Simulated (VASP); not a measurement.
ZnCd5S6:

```
CELL_PARAMETERS angstrom
4.02161 0.00000 0.00000
-2.01080 3.48281 0.00000
0.00000 0.00000 19.72671
ATOMIC_POSITIONS crystal
Zn 0.66667 0.33333 0.33326
Cd 0.33333 0.66667 0.83326
Cd 0.66667 0.33333 0.66686
Cd 0.33333 0.66667 0.16686
Cd 0.00000 0.00000 0.49994
Cd 0.00000 0.00000 0.99994
S 0.33333 0.66667 0.95812
S 0.66667 0.33333 0.45812
S 0.66667 0.33333 0.79171
S 0.33333 0.66667 0.29171
S 0.00000 0.00000 0.62511
S 0.00000 0.00000 0.12511
```

| Property | Result |
| --- | --- |
| Program | VASP 6.6.1 |
| Task | relaxation of cell and atoms |
| Functional | PBE |
| Potentials or basis | VASP PAW PBE potentials, release 64 (Zn, Cd_sv_GW, S) |
| Cutoff | 630 eV |
| k mesh | 6 × 6 × 1 |
| Occupations | gaussian, width 0.1 eV |
| Spin | no spin polarisation |

At the start: pressure 5.9 GPa; volume 23.03 Å³/atom.

**Question.** Where does the relaxation end?

**Answer.** Over 15 steps the energy falls by 50.9 meV/atom and the volume is 24.89 Å³/atom (+8.1 %); space group P3m1 (No. 156, to 0.1 Å) before and after.

The path:
```
step  energy change (eV)  largest force (eV/Å)  pressure (GPa)  volume (Å³)
   1              0.0000                1.2247            5.93       276.30
   2             -0.4224                0.4656           -2.15       311.83
   3             -0.4858                0.6444           -0.31       301.59
   4             -0.5210                0.4331           -0.19       300.66
   5             -0.5527                0.3870            0.20       298.33
   6             -0.5536                0.3671            0.14       298.68
   7             -0.5710                0.2549           -0.05       299.44
   8             -0.5847                0.2352           -0.39       300.93
   9             -0.5951                0.1586            0.13       298.16
  10             -0.5953                0.1580            0.23       297.65
  11             -0.6022                0.1222            0.08       298.36
  12             -0.6053                0.1497           -0.13       299.39
  13             -0.6095                0.0878           -0.01       298.76
  14             -0.6095                0.0816            0.01       298.70
  15             -0.6105                0.0267            0.01       298.68
```

Final structure:
```xyz
12
Lattice="4.1218 0.0000 0.0000 -2.0609 3.5695 0.0000 0.0000 0.0000 20.3005" Properties=species:S:1:pos:R:3 pbc="T T T"
Zn    2.0609    1.1899    6.7686
Cd    0.0000    2.3797   16.9249
Cd    2.0609    1.1899   13.4705
Cd    0.0000    2.3797    3.5478
Cd    0.0000    0.0000   10.0065
Cd    4.1218    0.0000    0.0874
S     0.0000    2.3797   19.4757
S     2.0609    1.1899    9.1156
S     2.0609    1.1899   16.0224
S     0.0000    2.3797    6.1082
S     0.0000    0.0000   12.5606
S     0.0000    0.0000    2.6398
```
